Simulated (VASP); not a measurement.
Write the native input for VASP 6.6.1 that does the following.

```
Task                   : single point
Functional             : LDA
Potentials or basis    : VASP PAW LDA potentials, release 64 (Pb_d, S)
Cutoff                 : 520 eV
k mesh                 : 10 × 10 × 10
Occupations            : gaussian, width 0.03 eV
Spin                   : no spin polarisation
Dipole correction      : no
Further INCAR settings : ALGO = Normal; EDIFF = 1e-06; NBANDS = 17
```

The structure of PbS lies in POSCAR:

```
PbS
1.0
    0.0000000000      2.9927227500      2.9927227500
    2.9650000000      0.0277227500      2.9650000000
    2.9650000000      2.9650000000      0.0277227500
Pb S
1 1
Direct
    0.0000000000      0.0000000000      0.0000000000
    0.5000000000      0.5000000000      0.5000000000
```

This cell differs from its parent crystal: strain +0.0187 x Voigt [0, 0, 0, 1, 0, 0].

These files were run (other wordings do the same):

INCAR

```
SYSTEM = PbS
PREC = Accurate
ENCUT = 520
EDIFF = 1E-6
ISMEAR = 0
SIGMA = 0.03
LREAL = .False.
LASPH = .True.
NELM = 80
ALGO = Normal
ISIF = 2
LWAVE = .False.
LCHARG = .False.
GGA = CA
NBANDS = 17
```

KPOINTS

```
Automatic mesh
0
Gamma
  10 10 10
  0 0 0
```

Potentials or basis: VASP PAW LDA potentials, release 64 (Pb_d, S).

Run with:

```bash
$ cat potpaw_LDA.64/Pb_d/POTCAR potpaw_LDA.64/S/POTCAR > POTCAR
$ mpirun -np 1 vasp_std > vasp.out
```

Results of the run:

```yaml
Pressure: -2.5 GPa
Band_gap_on_the_k_mesh: 0.12 eV, indirect (least direct gap 0.19 eV)
```

Caveat: the cell differs from its parent crystal (strain +0.0187 x Voigt [0, 0, 0, 1, 0, 0]); spin-orbit coupling is left out, which moves the levels of the heavy elements.

Wall time 100 s on 1 thread of Intel(R) Xeon(R) Platinum 8259CL CPU @ 2.50GHz (Skylake/Cascade Lake) (shared host), peak memory 0.26 GiB.
